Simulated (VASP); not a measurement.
Input of a VASP 6.6.1 run:

The input INCAR:

```
SYSTEM = MgCd3O
  PREC = Accurate
  ENCUT = 840
  EDIFF = 1E-7
  ISMEAR = 0
  SIGMA = 0.1
  LREAL = .FALSE.
  LASPH = .TRUE.
  NELM = 120
  ALGO = Normal
  ISIF = 3
  LWAVE = .FALSE.
  LCHARG = .FALSE.
  GGA = PE
  IBRION = 2
  NSW = 90
  EDIFFG = -0.04
  GGA_COMPAT = .FALSE.
  NELMIN = 4
```

KPOINTS

```
regular mesh
0
G
  4 4 4
  0 0 0
```

POSCAR

```
MgCd3O
1.0
    4.6321863100      0.0000000000      0.0000000000
    0.0000000000      4.6321863100      0.0000000000
    0.0000000000      0.0000000000      4.6321863100
Mg Cd O
1 3 1
Direct
    0.5000000000      0.5000000000      0.5000000000
    0.5000000000      0.0000000000      0.5000000000
    0.5000000000      0.5000000000      0.0000000000
    0.0000000000      0.5000000000      0.5000000000
    0.0000000000      0.0000000000      0.0000000000
```

Potentials or basis: VASP PAW PBE potentials, release 64 (Mg_sv, Cd_sv_GW, O).

The run is started by

```bash
$ cat potpaw_PBE.64/Mg_sv/POTCAR potpaw_PBE.64/Cd_sv_GW/POTCAR potpaw_PBE.64/O/POTCAR > POTCAR
$ mpirun -np 1 vasp_std > vasp.out
```

Problem. Predict the band gap on the k mesh.

Solution. Zero (bands 38 and 39 overlap by 0.69 eV).

Problem. Predict the relaxed cell.

Solution. a = 5.360 Å, b = 5.360 Å, c = 5.360 Å, α = 90.00°, β = 90.00°, γ = 90.00°.

Final structure:
```
CELL_PARAMETERS angstrom
5.36012 0.00000 0.00000
0.00000 5.36012 0.00000
0.00000 0.00000 5.36012
ATOMIC_POSITIONS crystal
Mg 0.50000 0.50000 0.50000
Cd 0.50000 0.00000 0.50000
Cd 0.50000 0.50000 0.00000
Cd 0.00000 0.50000 0.50000
O 0.00000 0.00000 0.00000
```

Caveat: semilocal functionals underestimate gaps, and a narrow one can read as zero.
